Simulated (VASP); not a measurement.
# Ag3Os (P-6m2) in VASP: notebook

Runs on Ag3Os. Level: PBE. Tasks: relaxation of cell and atoms, single point.

Everything below comes from runs of VASP 6.6.1. Logs are shortened: lines on timing, memory, paths and dates and some standing lists are left out, and cuts for length are marked.

## (1) The cell of the first run

Symmetry: P-6m2, No. 187, hexagonal system. The conventional cell has a = 3.770 Å, b = 3.770 Å, c = 7.481 Å, α = 90.00°, β = 90.00°, γ = 120.00°. Within 3.0 Å of Ag (site symmetry 3m) lie 1 Os at 2.31 Å and 4 Ag at 2.61 to 2.87 Å. Ag (site symmetry -6m2) has 6 Ag at 2.61 Å within 3.4 Å. Within 3.0 Å of Os (site symmetry -6m2) lie 2 Ag at 2.31 Å.

The cell was built from a structure type or drawn by symmetry, and may not be a known phase.

## (2) Relaxation of cell and atoms, PBE

INCAR

```
PREC = Accurate
ENCUT = 600
EDIFF = 1E-6
ISMEAR = 0
SIGMA = 0.2
LREAL = False
LASPH = True
NELM = 60
ALGO = Normal
ISIF = 3
LWAVE = False
LCHARG = False
GGA = PE
IBRION = 2
NSW = 36
EDIFFG = -0.08
```

KPOINTS

```
Automatic mesh
0
Gamma
  6 6 3
```

POSCAR

```
Ag3Os
1.0
    3.7698132200      0.0000000000      0.0000000000
   -1.8849066100      3.2647540200      0.0000000000
    0.0000000000      0.0000000000      7.4811442200
Ag Os
3 1
Direct
    0.6666666700      0.3333333300      0.3081654200
    0.6666666700      0.3333333300      0.6918345800
    0.3333333300      0.6666666700      0.5000000000
    0.6666666700      0.3333333300      0.0000000000
```

Potentials or basis: VASP PAW PBE potentials, release 64 (Ag, Os).

The run is started by

```
cat potpaw_PBE.64/Ag/POTCAR potpaw_PBE.64/Os/POTCAR > POTCAR
mpirun -np 1 vasp_std > vasp.out
```

OUTCAR:

```text
PREC = Accurate
   ENCUT = 600
   EDIFF = 1E-6
   ISMEAR = 0
   LREAL = False
   LASPH = True
   NELM = 60
   ISIF = 3
   GGA = PE
   IBRION = 2
   NSW = 36
   EDIFFG = -0.08

 ion  position               nearest neighbor table
   1  0.667  0.333  0.308-   4 2.31   3 2.61   3 2.61   3 2.61   2 2.87
   2  0.667  0.333  0.692-   4 2.31   3 2.61   3 2.61   3 2.61   1 2.87
   3  0.333  0.667  0.500-   1 2.61   2 2.61   1 2.61   2 2.61   1 2.61   2 2.61
   4  0.667  0.333  0.000-   1 2.31   2 2.31

  LATTYP: Found a hexagonal cell.
 ALAT       =     3.7698132200
 C/A-ratio  =     1.9844867062

  Lattice vectors:

 A1 = (   3.7698132200,   0.0000000000,   0.0000000000)
 A2 = (  -1.8849066100,   3.2647540200,   0.0000000000)
 A3 = (   0.0000000000,   0.0000000000,   7.4811442200)

Analysis of symmetry for initial positions (statically):
=====================================================================
 Subroutine PRICEL returns:
 Original cell was already a primitive cell.

 Routine SETGRP: Setting up the symmetry group for a
 hexagonal supercell.

 Subroutine GETGRP returns: Found 12 space group operations
 (whereof 12 operations were pure point group operations)
 out of a pool of 24 trial point group operations.

The static configuration has the point symmetry D_3h.

Analysis of symmetry for dynamics (positions and initial velocities):
=====================================================================
 Subroutine PRICEL returns:
 Original cell was already a primitive cell.

 Routine SETGRP: Setting up the symmetry group for a
 hexagonal supercell.

 Subroutine GETGRP returns: Found 12 space group operations
 (whereof 12 operations were pure point group operations)
 out of a pool of 24 trial point group operations.

The dynamic configuration has the point symmetry D_3h.

 Subroutine INISYM returns: Found 12 space group operations
 (whereof 12 operations are pure point group operations),
 and found     1 'primitive' translations

----------------------------------------------------------------------------------------

                                     Primitive cell

  volume of cell :      92.0743

  direct lattice vectors                    reciprocal lattice vectors
     3.769813220  0.000000000  0.000000000     0.265265132  0.153150895  0.000000000
    -1.884906610  3.264754020  0.000000000     0.000000000  0.306301790  0.000000000
     0.000000000  0.000000000  7.481144220     0.000000000  0.000000000  0.133669392

  length of vectors
     3.769813220  3.769813223  7.481144220     0.306301790  0.306301790  0.133669392

  position of ions in fractional coordinates (direct lattice)
     0.666666670  0.333333330  0.308165420
     0.666666670  0.333333330  0.691834580
     0.333333330  0.666666670  0.500000000
     0.666666670  0.333333330  0.000000000

  ion indices of the primitive-cell ions
   primitive index   ion index
                 1           1
                 2           2
                 3           3
                 4           4

----------------------------------------------------------------------------------------

 KPOINTS: Automatic mesh

Automatic generation of k-mesh.
 Grid dimensions read from file:
 generate k-points for:    6    6    3

 Generating k-lattice:

  Cartesian coordinates                     Fractional coordinates (reciprocal lattice)
     0.044210855  0.025525149  0.000000000     0.166666667 -0.000000000  0.000000000
     0.000000000  0.051050298  0.000000000     0.000000000  0.166666667  0.000000000
     0.000000000  0.000000000  0.044556464     0.000000000  0.000000000  0.333333333

  Length of vectors
     0.051050298  0.051050298  0.044556464

  Shift w.r.t. Gamma in fractional coordinates (k-lattice)
     0.000000000  0.000000000  0.000000000

 Subroutine IBZKPT returns following result:
 ===========================================

 Found     14 irreducible k-points:

 Following reciprocal coordinates:
            Coordinates               Weight
  0.000000  0.000000  0.000000      1.000000
  0.166667  0.000000  0.000000      6.000000
  0.333333  0.000000  0.000000      6.000000
  0.500000  0.000000  0.000000      3.000000
  0.166667  0.166667  0.000000      6.000000
  0.333333  0.166667  0.000000     12.000000
  0.333333  0.333333  0.000000      2.000000
  0.000000  0.000000  0.333333      2.000000
  0.166667  0.000000  0.333333     12.000000
  0.333333  0.000000  0.333333     12.000000
  0.500000  0.000000  0.333333      6.000000
  0.166667  0.166667  0.333333     12.000000
  0.333333  0.166667  0.333333     24.000000
  0.333333  0.333333  0.333333      4.000000
   k-points           NKPTS =     14   k-points in BZ     NKDIM =     14   number of bands    NBANDS=     24
   number of dos      NEDOS =    301   number of ions     NIONS =      4
   total plane-waves  NPLWV =  54000
   dimension x,y,z NGX =    30 NGY =   30 NGZ =   60
   dimension x,y,z NGXF=    60 NGYF=   60 NGZF=  120
   ions per type =               3   1
   NGX,Y,Z   is equivalent  to a cutoff of  13.23, 13.23, 13.33 a.u.
   NGXF,Y,Z  is equivalent  to a cutoff of  26.46, 26.46, 26.67 a.u.
 SYSTEM =  unknown system
   PREC   = accura    normal or accurate (medium, high low for compatibility)
   ISTART =      0    job   : 0-new  1-cont  2-samecut
   ICHARG =      2    charge: 1-file 2-atom 10-const
   ISPIN  =      1    spin polarized calculation?
   LNONCOLLINEAR =      F non collinear calculations
   LSORBIT =      F    spin-orbit coupling
   LASPH  =      T    aspherical Exc in radial PAW
   ENCUT  =  600.0 eV  44.10 Ry    6.64 a.u.   7.53  7.53 14.94*2*pi/ulx,y,z
   NELM   =     60;   NELMIN=  2; NELMDL= -5     # of ELM steps
   EDIFF  = 0.1E-05   stopping-criterion for ELM
   LREAL  =      F    real-space projection
   EDIFFG = -.8E-01   stopping-criterion for IOM
   NSW    =     36    number of steps for IOM
   IBRION =      2    ionic relax: 0-MD 1-quasi-New 2-CG
   NFREE  =      1    steps in history (QN), initial steepest desc. (CG)
   ISIF   =      3    stress and relaxation
   ISYM   =      2    0-nonsym 1-usesym 2-fastsym
   POTIM  = 0.5000    time-step for ionic-motion
   TEBEG  =    0.0;   TEEND  =   0.0 temperature during run
   PSTRESS=    0.0 pullay stress
   NELECT =      41.0000    total number of electrons
   NUPDOWN=      -1.0000    fix difference up-down
   EMIN   =  10.00;   EMAX   =-10.00  energy-range for DOS
   EFERMI =   0.00;   METHOD = LEGACY
   ISMEAR =     0;   SIGMA  =   0.20  broadening in eV -4-tet -1-fermi 0-gaus
   EFERMI_NEDOS =   21; number of points for ismear=-14 and -15
   IALGO  =     38    algorithm
   IMIX   =      4    mixing-type and parameters
     AMIX     =   0.40;   BMIX     =  1.00
     AMIX_MAG =   1.60;   BMIX_MAG =  1.00
  volume/ion in A,a.u.               =      23.02       155.34
  Fermi-wavevector in a.u.,A,eV,Ry     =   1.250134  2.362411 21.263672  1.562836
  Thomas-Fermi vector in A             =   2.384143
   LORBIT       =      0    0 simple, 1 ext, 2 COOP (PROOUT), +10 PAW based schemes
   GGA     = PE    functional components
   LHFCALC =     F    Hartree Fock is set to
   AEXX    =    0.0000 exact exchange contribution
   IVDW    =     0    specifies the selected vdW correction
   LEPSILON=     F    determine dielectric tensor
   LRPA    =     F    only Hartree local field effects (RPA)
 conjugate gradient relaxation of ions
 non-spin polarized calculation
 Gauss-broadening in eV      SIGMA  =   0.20
  energy-cutoff  :      600.00
  volume of cell :       92.07
 maximum number of plane-waves:      3101
   NGX = 15   NGY = 15   NGZ = 29

--------------------------------------- Ionic step        1  -------------------------------------------

 number of electron      40.9999995 magnetization

 Free energy of the ion-electron system (eV)
  ---------------------------------------------------
  ext. energy  EPLUGINS =         0.00000000
  ---------------------------------------------------
  free energy    TOTEN  =       -10.63557479 eV

  energy without entropy =      -10.45996038  energy(sigma->0) =      -10.54776759

------------------------ aborting loop because EDIFF is reached ----------------------------------------

  FORCE on cell =-STRESS in cart. coord.  units (eV):
  Direction    XX          YY          ZZ          XY          YZ          ZX
  --------------------------------------------------------------------------------------
  -------------------------------------------------------------------------------------
  Total       -2.2331154     -2.2331154     20.6635230      0.0000000      0.0000000      0.0000000
  in kB      -38.8582665    -38.8582666    359.5643498      0.0000000      0.0000000      0.0000000
  external PRESSURE =      93.9492722 kB  Pullay stress =       0.0000000 kB
[... 23 lines left out ...]
  energy  without entropy=      -10.4599603828  energy(sigma->0) =      -10.54776759

--------------------------------------- Ionic step        2  -------------------------------------------

 number of electron      41.0000011 magnetization

 E-fermi :   2.8364     XC(G=0):  -9.6962

 val. band max:        2.7517515154   @ k =   0.3333   0.1667   0.0000
 cond. band min:       2.8458295336   @ k =   0.5000   0.0000   0.3333
 fundamental gap:      0.0940780183
 Fermi energy:         2.8363782382

 k-point     1 :       0.0000    0.0000    0.0000
  band No.  band energies     occupation
      1      -2.7928      2.00000
      2      -2.1598      2.00000
      3      -2.1036      2.00000
      4      -2.1036      2.00000
      5      -2.0153      2.00000
      6      -2.0153      2.00000
[... 436 lines left out ...]
  FREE ENERGIE OF THE ION-ELECTRON SYSTEM (eV)
  ---------------------------------------------------
  free  energy   TOTEN  =       -11.8758324383 eV

  energy  without entropy=      -11.7211819884  energy(sigma->0) =      -11.79850721

 E-fermi :   4.1849     XC(G=0): -10.5246

 val. band max:        4.1772684608   @ k =   0.5000   0.0000   0.3333
 cond. band min:       4.2104666553   @ k =   0.1667   0.1667   0.3333
 fundamental gap:      0.0331981946
 Fermi energy:         4.1848898196

 k-point     1 :       0.0000    0.0000    0.0000
  band No.  band energies     occupation
      1      -2.1426      2.00000
      2      -1.3547      2.00000
      3      -1.1558      2.00000
      4      -1.1558      2.00000
      5      -1.0567      2.00000
      6      -1.0567      2.00000
[... 367 lines left out ...]
     23       6.2570      0.00000
     24       6.5126      0.00000

 E-fermi :  10.3347     XC(G=0): -13.2720

 val. band max:       10.3264006690   @ k =   0.5000   0.0000   0.3333
 cond. band min:      10.4036232827   @ k =   0.3333   0.1667   0.3333
 fundamental gap:      0.0772226138
 Fermi energy:        10.3346564331

 k-point     1 :       0.0000    0.0000    0.0000
  band No.  band energies     occupation
      1       0.3646      2.00000
      2       1.5129      2.00000
      3       2.0978      2.00000
      4       2.6243      2.00000
      5       3.7610      2.00000
      6       3.7610      2.00000
[... 367 lines left out ...]
     23      15.2396      0.00000
     24      16.0154      0.00000

[... ionic steps 4 to 23 ...]

--------------------------------------- Ionic step       24  -------------------------------------------

 number of electron      40.9999980 magnetization

------------------------ aborting loop because EDIFF is reached ----------------------------------------

  FORCE on cell =-STRESS in cart. coord.  units (eV):
  Direction    XX          YY          ZZ          XY          YZ          ZX
  --------------------------------------------------------------------------------------
  -------------------------------------------------------------------------------------
  Total        0.3122794      0.3122794      0.8933922      0.0000000      0.0000000     -0.0000000
  in kB        7.2589535      7.2589535     20.7669526      0.0000000      0.0000000     -0.0000000
  external PRESSURE =      11.7616199 kB  Pullay stress =       0.0000000 kB
[... 61 lines left out ...]
  energy  without entropy=      -17.0835567247  energy(sigma->0) =      -17.10150011

--------------------------------------- Ionic step       26  -------------------------------------------

 number of electron      40.9999990 magnetization

 Free energy of the ion-electron system (eV)
  ---------------------------------------------------
  ext. energy  EPLUGINS =         0.00000000
  ---------------------------------------------------
  free energy    TOTEN  =       -17.12051856 eV

  energy without entropy =      -17.08468728  energy(sigma->0) =      -17.10260292

 E-fermi :   7.7754     XC(G=0): -12.2414

 val. band max:        7.6404482964   @ k =   0.3333   0.3333   0.3333
 cond. band min:       7.8216538673   @ k =   0.3333   0.0000   0.3333
 fundamental gap:      0.1812055709
 Fermi energy:         7.7754209611

 k-point     1 :       0.0000    0.0000    0.0000
  band No.  band energies     occupation
      1      -0.3055      2.00000
      2       0.5040      2.00000
      3       0.9137      2.00000
      4       1.1299      2.00000
      5       2.0790      2.00000
      6       2.4414      2.00000
[... 398 lines left out ...]
  FREE ENERGIE OF THE ION-ELECTRON SYSTEM (eV)
  ---------------------------------------------------
  free  energy   TOTEN  =       -17.1205185565 eV

  energy  without entropy=      -17.0846872784  energy(sigma->0) =      -17.10260292

 reached required accuracy - stopping structural energy minimisation
```

It took 7 min on 1 thread of Intel Xeon 6975P-C (Granite Rapids), shared host; peak memory 0.26 GiB.

Results:

- Free energy: -17.1205 eV
- Relaxed volume: 17.39 Å³/atom
- Relaxed cell: a = 2.748 Å, b = 2.748 Å, c = 10.630 Å, α = 90.00°, β = 90.00°, γ = 120.00°
- Space group after relaxing (to 0.1 Å): P-6m2 (No. 187)
- Pressure after relaxing: 0.0 GPa
- Largest force after relaxing: 0.021 eV/Å
- Band gap on the k mesh: zero (an odd number of electrons rules out a gap without spin polarisation)

Forces on the atoms (eV/Å):
```
Ag   0.000  0.000 -0.021
Ag   0.000  0.000  0.021
Ag   0.000  0.000  0.000
Os   0.000  0.000  0.000
```

Final structure:
```xyz
4
Lattice="2.7485 0.0000 0.0000 -1.3742 2.3803 0.0000 0.0000 0.0000 10.6305" Properties=species:S:1:pos:R:3 pbc="T T T"
Ag    1.3742    0.7934    2.7680
Ag    1.3742    0.7934    7.8624
Ag    0.0000    1.5868    5.3152
Os    1.3742    0.7934    0.0000
```

Levels at points of the mesh, in eV from the Fermi level:
```
           k point  band 18  band 19  band 20  band 21  band 22  band 23
(0.00, 0.00, 0.00)    -3.38    -3.38    -1.43    -1.43    -1.32     1.28
(0.50, 0.00, 0.00)    -0.57     0.20     0.41     1.28     1.67     3.21
```

Caveat: the volume moved by over 15 % at a fixed basis, so the end points are rough; spin-orbit coupling is left out, which moves the levels of the heavy elements.

## (3) Single point, PBE

This run uses another cell than the first one, of 16.58 Å³/atom.

INCAR

```
ALGO = Normal ; EDIFF = 1E-6
ENCUT = 520 ; GGA = PE
ISIF = 2 ; ISMEAR = 0
LASPH = T ; LCHARG = F
LREAL = F ; LWAVE = F
NBANDS = 28 ; NELM = 100
PREC = Accurate ; SIGMA = 0.1
```

KPOINTS

```
k-points
0
Gamma
  12 12 4
```

POSCAR

```
Ag3Os
1.0
    2.7947018992      0.0000000000      0.0000000000
   -1.3973509496      2.4202828407      0.0000000000
    0.0000000000      0.0000000000      9.8033641099
Ag Os
3 1
Direct
    0.0000000000      0.0000000000      0.0000000000
    0.6666666667      0.3333333333      0.7453329432
    0.6666666667      0.3333333333      0.2546670568
    0.0000000000      0.0000000000      0.5000000000
```

Potentials or basis: VASP PAW PBE potentials, release 64 (Ag, Os).

The run is started by

```
cat potpaw_PBE.64/Ag/POTCAR potpaw_PBE.64/Os/POTCAR > POTCAR
mpirun -np 1 vasp_std > vasp.out
```

Wall time 48 s (1 thread of Intel Xeon 6975P-C (Granite Rapids), shared host); peak memory 0.24 GiB.

Results (log left out):

- Free energy: -17.8437 eV
- Pressure: -0.2 GPa
- Band gap on the k mesh: zero (an odd number of electrons rules out a gap without spin polarisation)

Stress tensor (GPa, compression positive):
```
-0.26  0.00  0.00
 0.00 -0.26  0.00
 0.00  0.00 -0.15
```

Levels at points of the mesh, in eV from the Fermi level:
```csv
k point,band 18,band 19,band 20,band 21,band 22,band 23
"(0.00, 0.00, 0.00)",-3.31,-3.31,-1.67,-1.67,-0.90,0.78
"(0.50, 0.00, 0.00)",-1.32,0.06,0.96,0.97,1.06,2.59
"(0.00, 0.00, 0.50)",-3.34,-2.83,-2.26,-1.67,-1.67,0.78
"(0.50, 0.00, 0.50)",-1.27,0.04,0.29,0.92,1.67,2.59
```

Caveat: spin-orbit coupling is left out, which moves the levels of the heavy elements.

## (4) Single point, PBE (17.07 Å³/atom)

This run uses another cell than the first one, of 17.07 Å³/atom.

INCAR

```
SYSTEM = Ag3Os
  ALGO = Fast
  EDIFF = 1E-6
  ENCUT = 520
  GGA = PE
  ISIF = 2
  ISMEAR = 0
  LASPH = .TRUE.
  LCHARG = .FALSE.
  LREAL = .FALSE.
  LWAVE = .FALSE.
  NBANDS = 28
  NELM = 100
  PREC = Accurate
  SIGMA = 0.1
```

KPOINTS

```
k-points
0
G
  12 12 4
  0 0 0
```

POSCAR

```
Ag3Os
1.0
    2.8147962976      0.0000000000      0.0000000000
   -1.4073981488      2.4376851002      0.0000000000
    0.0000000000      0.0000000000      9.9538111277
Ag Os
3 1
Direct
    0.0000000000      0.0000000000      0.0000000000
    0.6666666667      0.3333333333      0.7438520455
    0.6666666667      0.3333333333      0.2561479545
    0.0000000000      0.0000000000      0.5000000000
```

The run is started by

```
cat potpaw_PBE.64/Ag/POTCAR potpaw_PBE.64/Os/POTCAR > POTCAR
mpirun -np 1 vasp_std > vasp.out
```

Wall time 54 s (1 thread of Intel Xeon 6975P-C (Granite Rapids), shared host); peak memory 0.26 GiB.

Results (log left out):

- Free energy: -17.8180 eV
- Pressure: -4.0 GPa
- Band gap on the k mesh: zero (an odd number of electrons rules out a gap without spin polarisation)

Stress tensor (GPa, compression positive):
```
-4.03  0.00  0.00
 0.00 -4.03  0.00
 0.00  0.00 -3.94
```

Levels at points of the mesh, in eV from the Fermi level:
```csv
k point,band 18,band 19,band 20,band 21,band 22,band 23
"(0.00, 0.00, 0.00)",-3.26,-3.26,-1.62,-1.62,-0.84,0.76
"(0.50, 0.00, 0.00)",-1.26,0.06,0.96,1.02,1.10,2.51
"(0.00, 0.00, 0.50)",-3.29,-2.76,-2.16,-1.61,-1.61,0.76
"(0.50, 0.00, 0.50)",-1.21,0.05,0.38,0.93,1.67,2.51
```

Caveat: the cell stands under tension; spin-orbit coupling is left out, which moves the levels of the heavy elements.

## (5) The runs side by side

```tsv
task	cell	k mesh	cutoff (eV)	smearing	gap on the mesh (eV)	pressure (GPa)
relaxation of cell and atoms	relaxed from a = 3.770, b = 3.770, c = 7.481 Å, angles 90.0, 90.0, 120.0°, 4 atoms, atomic positions A	6 × 6 × 3	600	gaussian 0.2 eV	none	0.0
single point	a = 2.795, b = 2.795, c = 9.803 Å, angles 90.0, 90.0, 120.0°, 4 atoms, atomic positions B	12 × 12 × 4	520	gaussian 0.1 eV	none	-0.2
single point	a = 2.815, b = 2.815, c = 9.954 Å, angles 90.0, 90.0, 120.0°, 4 atoms, atomic positions C	12 × 12 × 4	520	gaussian 0.1 eV	none	-4.0
```

Alike in all rows: level PBE; potentials or basis VASP PAW PBE potentials, release 64 (Ag, Os); no spin polarisation.

Caveats: spin-orbit coupling is left out, which moves the levels of the heavy elements; the volume moved by over 15 % at a fixed basis, so the end points are rough (at least some runs); the cell stands under tension (at least some runs).

Total energies depend on the potentials used, so only differences within one code and one set of settings carry meaning.
